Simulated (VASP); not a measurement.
# Ga (Cmmm) in VASP: a series of runs

Ga is run at these levels: PBE; tasks: single point, relaxation of cell and atoms.

Everything below comes from runs of VASP 6.6.1. Logs are shortened: lines on timing, memory, paths and dates and some standing lists are left out, and cuts for length are marked.

### Step 1. The cell of the first run

It takes space group Cmmm (No. 65, orthorhombic). Conventional cell: a = 2.355 Å, b = 4.675 Å, c = 3.485 Å, α = 90.00°, β = 90.00°, γ = 90.00°. Within 3.1 Å of Ga (site symmetry mmm) lie 6 Ga at 2.36 to 2.62 Å.

### Step 2. Single point, PBE

Input file INCAR:

```
PREC = Accurate
ENCUT = 520
EDIFF = 1E-6
ISMEAR = 0
SIGMA = 0.1
LREAL = F
LASPH = T
NELM = 100
ALGO = Normal
ISIF = 2
LWAVE = F
LCHARG = T
GGA = PE
LELF = T
LVHAR = T
NBANDS = 12
```

Input file KPOINTS:

```
Automatic mesh
0
Gamma
  8 8 6
```

Input file POSCAR:

```
Ga
1.0
    1.1776430000     -2.3376126500      0.0000000000
    1.1776430000      2.3376126500      0.0000000000
    0.0000000000      0.0000000000      3.4853857600
Ga
1
Direct
    0.5000000000      0.5000000000      0.0000000000
```

Potentials or basis: VASP PAW PBE potentials, release 64 (Ga_d).

Command:

```
$ cat potpaw_PBE.64/Ga_d/POTCAR > POTCAR
$ mpirun -np 1 vasp_std > vasp.out
```

OUTCAR:

```text
PREC = Accurate
   ENCUT = 520
   EDIFF = 1E-6
   ISMEAR = 0
   LREAL = F
   LASPH = T
   NELM = 100
   ISIF = 2
   GGA = PE

 ion  position               nearest neighbor table
   1  0.500  0.500  0.000-

  LATTYP: Found a base centered orthorhombic cell.
 ALAT       =     2.3552860000
 B/A-ratio  =     1.9849926081
 C/A-ratio  =     1.4798142391

  Lattice vectors:

 A1 = (   1.1776430000,  -2.3376126500,   0.0000000000)
 A2 = (   1.1776430000,   2.3376126500,   0.0000000000)
 A3 = (   0.0000000000,   0.0000000000,   3.4853857600)

Analysis of symmetry for initial positions (statically):
=====================================================================
 Subroutine PRICEL returns:
 Original cell was already a primitive cell.

 Routine SETGRP: Setting up the symmetry group for a
 base centered orthorhombic supercell.

 Subroutine GETGRP returns: Found  8 space group operations
 (whereof  8 operations were pure point group operations)
 out of a pool of  8 trial point group operations.

The static configuration has the point symmetry D_2h.

Analysis of symmetry for dynamics (positions and initial velocities):
=====================================================================
 Subroutine PRICEL returns:
 Original cell was already a primitive cell.

 Routine SETGRP: Setting up the symmetry group for a
 base centered orthorhombic supercell.

 Subroutine GETGRP returns: Found  8 space group operations
 (whereof  8 operations were pure point group operations)
 out of a pool of  8 trial point group operations.

The dynamic configuration has the point symmetry D_2h.

 Subroutine INISYM returns: Found  8 space group operations
 (whereof  8 operations are pure point group operations),
 and found     1 'primitive' translations

----------------------------------------------------------------------------------------

                                     Primitive cell

  volume of cell :      19.1896

  direct lattice vectors                    reciprocal lattice vectors
     1.177643000 -2.337612650  0.000000000     0.424576888 -0.213893435  0.000000000
     1.177643000  2.337612650  0.000000000     0.424576888  0.213893435  0.000000000
     0.000000000  0.000000000  3.485385760     0.000000000  0.000000000  0.286912287

  length of vectors
     2.617494210  2.617494210  3.485385760     0.475411333  0.475411333  0.286912287

  position of ions in fractional coordinates (direct lattice)
     0.500000000  0.500000000  0.000000000

[... 76 lines left out ...]
   LREAL  =      F    real-space projection
   EDIFFG = 0.1E-04   stopping-criterion for IOM
   NSW    =      0    number of steps for IOM
   IBRION =     -1    ionic relax: 0-MD 1-quasi-New 2-CG
   NFREE  =      0    steps in history (QN), initial steepest desc. (CG)
   ISIF   =      2    stress and relaxation
   ISYM   =      2    0-nonsym 1-usesym 2-fastsym
   POTIM  = 0.5000    time-step for ionic-motion
   TEBEG  =    0.0;   TEEND  =   0.0 temperature during run
   PSTRESS=    0.0 pullay stress
   NELECT =      13.0000    total number of electrons
   NUPDOWN=      -1.0000    fix difference up-down
   EMIN   =  10.00;   EMAX   =-10.00  energy-range for DOS
   EFERMI =   0.00;   METHOD = LEGACY
   ISMEAR =     0;   SIGMA  =   0.10  broadening in eV -4-tet -1-fermi 0-gaus
   EFERMI_NEDOS =   21; number of points for ismear=-14 and -15
   IALGO  =     38    algorithm
   IMIX   =      4    mixing-type and parameters
     AMIX     =   0.40;   BMIX     =  1.00
     AMIX_MAG =   1.60;   BMIX_MAG =  1.00
  volume/ion in A,a.u.               =      19.19       129.50
  Fermi-wavevector in a.u.,A,eV,Ry     =   1.437806  2.717059 28.127131  2.067286
  Thomas-Fermi vector in A             =   2.556843
   LORBIT       =      0    0 simple, 1 ext, 2 COOP (PROOUT), +10 PAW based schemes
   GGA     = PE    functional components
   LHFCALC =     F    Hartree Fock is set to
   AEXX    =    0.0000 exact exchange contribution
   IVDW    =     0    specifies the selected vdW correction
   LEPSILON=     F    determine dielectric tensor
   LRPA    =     F    only Hartree local field effects (RPA)
 non-spin polarized calculation
 Gauss-broadening in eV      SIGMA  =   0.10
  energy-cutoff  :      520.00
  volume of cell :       19.19
 maximum number of plane-waves:       536
   NGX =  9   NGY =  9   NGZ = 13

 number of electron      12.9999991 magnetization

 Free energy of the ion-electron system (eV)
  ---------------------------------------------------
  ext. energy  EPLUGINS =         0.00000000
  ---------------------------------------------------
  free energy    TOTEN  =        -2.40672360 eV

  energy without entropy =       -2.40530289  energy(sigma->0) =       -2.40601325

 E-fermi :   5.5102     XC(G=0): -10.6874

 val. band max:        5.2626812221   @ k =  -0.3750   0.3750   0.3333
 cond. band min:       5.5507556878   @ k =   0.3750   0.0000   0.5000
 fundamental gap:      0.2880744656
 Fermi energy:         5.5102394867

 k-point     1 :       0.0000    0.0000    0.0000
  band No.  band energies     occupation
      1     -10.5352      2.00000
      2     -10.2741      2.00000
      3      -9.8672      2.00000
      4      -9.7530      2.00000
      5      -9.6324      2.00000
      6      -6.2397      2.00000
      7       6.1802      0.00000
      8      10.2655      0.00000
      9      20.0625      0.00000
     10      24.0210      0.00000
     11      26.0002      0.00000
     12      27.5588      0.00000
[... 331 lines left out ...]
 k-point    24 :       0.2500    0.0000    0.1667
  band No.  band energies     occupation
      1     -10.2638      2.00000
      2     -10.0125      2.00000
      3      -9.9373      2.00000
      4      -9.8460      2.00000
      5      -9.7830      2.00000
      6      -3.9434      2.00000
      7       6.3488      0.00000
      8      13.5444      0.00000
      9      15.4120      0.00000
     10      16.8295      0.00000
     11      21.5746      0.00000
     12      23.9595      0.00000

 [... further k-points ...]
[... 5 lines left out ...]
  --------------------------------------------------------------------------------------
  -------------------------------------------------------------------------------------
  Total        3.3577557      2.4795387     -0.7893577      0.0000000      0.0000000      0.0000000
  in kB      280.3448767    207.0210076    -65.9048515      0.0000000      0.0000000      0.0000000
  external PRESSURE =     140.4870109 kB  Pullay stress =       0.0000000 kB

 VOLUME and BASIS-vectors are now :
 -----------------------------------------------------------------------------
  energy-cutoff  :      520.00
  volume of cell :       19.19
      direct lattice vectors                 reciprocal lattice vectors
     1.177643000 -2.337612650  0.000000000     0.424576888 -0.213893435  0.000000000
     1.177643000  2.337612650  0.000000000     0.424576888  0.213893435  0.000000000
     0.000000000  0.000000000  3.485385760     0.000000000  0.000000000  0.286912287

 POSITION                                       TOTAL-FORCE (eV/Angst)
 -----------------------------------------------------------------------------------
      1.17764      0.00000      0.00000         0.000000      0.000000      0.000000
 -----------------------------------------------------------------------------------
    total drift:                               -0.000000      0.000000     -0.000000

  FREE ENERGIE OF THE ION-ELECTRON SYSTEM (eV)
  ---------------------------------------------------
  free  energy   TOTEN  =        -2.4067235970 eV

  energy  without entropy=       -2.4053028950  energy(sigma->0) =       -2.40601325
```

stdout:

```text
POSCAR found type information on POSCAR Ga
 POSCAR found :  1 types and       1 ions
 scaLAPACK will be used
 LDA part: xc-table for (Slater+PW92), standard interpolation
 POSCAR, INCAR and KPOINTS ok, starting setup
 FFT: planning ... GRIDC
 FFT: planning ... GRID_SOFT
 FFT: planning ... GRID
 WAVECAR not read
 entering main loop
```

It took 11 s on 1 thread of Intel Xeon 6975P-C, shared host; peak memory 0.14 GiB.

What came out:

| Property | Result |
| --- | --- |
| Free energy | -2.4067 eV |
| Pressure | 14.0 GPa |

Stress tensor (GPa, compression positive):
```
28.03  0.00  0.00
 0.00 20.70  0.00
 0.00  0.00 -6.59
```

Caveat: the k points lie up to 0.37 Å⁻¹ apart.

### Step 3. Relaxation of cell and atoms, PBE

Input file INCAR:

```
SYSTEM = Ga
PREC = Accurate ; ENCUT = 600
EDIFF = 1E-7 ; ISMEAR = 0
SIGMA = 0.1 ; LREAL = .False.
LASPH = .True. ; NELM = 80
ALGO = Fast ; ISIF = 3
LWAVE = .False. ; LCHARG = .False.
GGA = PE ; IBRION = 2
NSW = 90 ; EDIFFG = -0.04
```

Input file KPOINTS:

```
Automatic mesh
0
Gamma
  8 8 6
  0 0 0
```

POSCAR is that of step 2.

Potentials or basis: VASP PAW PBE potentials, release 64 (Ga_d).

Command:

```
$ cat potpaw_PBE.64/Ga_d/POTCAR > POTCAR
$ mpirun -np 1 vasp_std > vasp.out
```

Wall time 2.1 min (1 thread of Intel Xeon 6975P-C, shared host); peak memory 0.17 GiB.

The run converged. Its results:

* Free energy: -2.8500 eV
* Relaxed volume: 19.68 Å³/atom
* Relaxed cell: a = 2.809 Å, b = 2.809 Å, c = 2.897 Å, α = 90.00°, β = 90.00°, γ = 120.58°
* Space group after relaxing (to 0.05 Å): P6/mmm (No. 191)
* Energy gained by relaxing: 443.4 meV/atom
* Ionic steps: 14
* Pressure after relaxing: -0.1 GPa

Stress tensor (GPa, compression positive):
```
-0.31  0.00  0.00
 0.00  0.00  0.00
 0.00  0.00 -0.12
```

Step by step:
```tsv
step	energy change (eV)	largest force (eV/Å)	pressure (GPa)	volume (Å³)
1	0.0000	0.0000	14.02	19.19
2	-0.3380	0.0000	-3.68	24.00
3	-0.3387	0.0000	-2.98	23.59
4	-0.3389	0.0000	-3.16	23.70
5	-0.3956	0.0000	-3.13	22.55
6	-0.4323	0.0000	-2.40	21.28
7	-0.4334	0.0000	-1.99	20.90
8	-0.4336	0.0000	-2.10	21.01
9	-0.4414	0.0000	0.22	19.85
10	-0.4417	0.0000	-0.09	20.04
11	-0.4417	0.0000	-0.18	20.07
12	-0.4424	0.0000	-0.28	19.94
13	-0.4433	0.0000	0.01	19.55
14	-0.4434	0.0000	-0.14	19.68
```

Final structure:
```cif
data_structure
_symmetry_space_group_name_H-M 'P 1'
_symmetry_Int_Tables_number 1
_cell_length_a 2.8093
_cell_length_b 2.8093
_cell_length_c 2.8972
_cell_angle_alpha 90.000
_cell_angle_beta 90.000
_cell_angle_gamma 120.584
_cell_volume 19.68
loop_
_atom_site_label
_atom_site_type_symbol
_atom_site_fract_x
_atom_site_fract_y
_atom_site_fract_z
_atom_site_occupancy
Ga1 Ga 0.50000 0.50000 0.00000 1
```

Levels at points of the mesh, in eV from the Fermi level:
| k point | band 3 | band 4 | band 5 | band 6 | band 7 | band 8 | band 9 | band 10 |
| --- | --- | --- | --- | --- | --- | --- | --- | --- |
| (0.00, 0.00, 0.00) | -14.97 | -14.75 | -14.75 | -10.84 | 6.34 | 9.84 | 12.42 | 12.69 |
| (0.50, 0.00, 0.00) | -14.92 | -14.79 | -14.66 | -4.55 | -3.78 | 7.25 | 10.76 | 11.33 |
| (0.50, 0.50, 0.00) | -14.92 | -14.78 | -14.67 | -4.71 | -3.84 | 7.59 | 11.07 | 11.19 |
| (0.00, 0.00, 0.50) | -14.96 | -14.83 | -14.82 | -7.47 | -4.46 | 15.07 | 15.35 | 19.85 |
| (0.50, 0.00, 0.50) | -14.88 | -14.67 | -14.66 | -1.19 | -0.90 | 0.58 | 4.50 | 9.80 |
| (0.50, 0.50, 0.50) | -14.87 | -14.67 | -14.66 | -1.24 | -1.07 | 0.46 | 4.42 | 10.14 |

Caveat: the k points lie up to 0.36 Å⁻¹ apart in the final cell.
